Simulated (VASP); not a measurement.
Crystal: Ga.

```xyz
1
Lattice="-1.5537 1.5537 1.5537 1.5537 -1.5537 1.5537 1.5537 1.5537 -1.5537" Properties=species:S:1:pos:R:3 pbc="T T T"
Ga    0.0000    0.0000    0.0000
```

This cell differs from its parent crystal: Al replaced by Ga, lengths x 1.005, strained.

Base run:

* Program: VASP 6.6.1
* Functional: PBE
* Potentials or basis: VASP PAW PBE potentials, release 64 (Ga_d)
* Cutoff: 500 eV
* k mesh: 18 × 18 × 18
* Occupations: gaussian, width 0.1 eV
* Spin: no spin polarisation

Its results: pressure 21.8 GPa.

**Question.** The run is repeated on the same cell with these changes: k mesh from 18 × 18 × 18 to 8 × 8 × 8. What comes out?

**Answer.** Pressure 21.3 GPa.
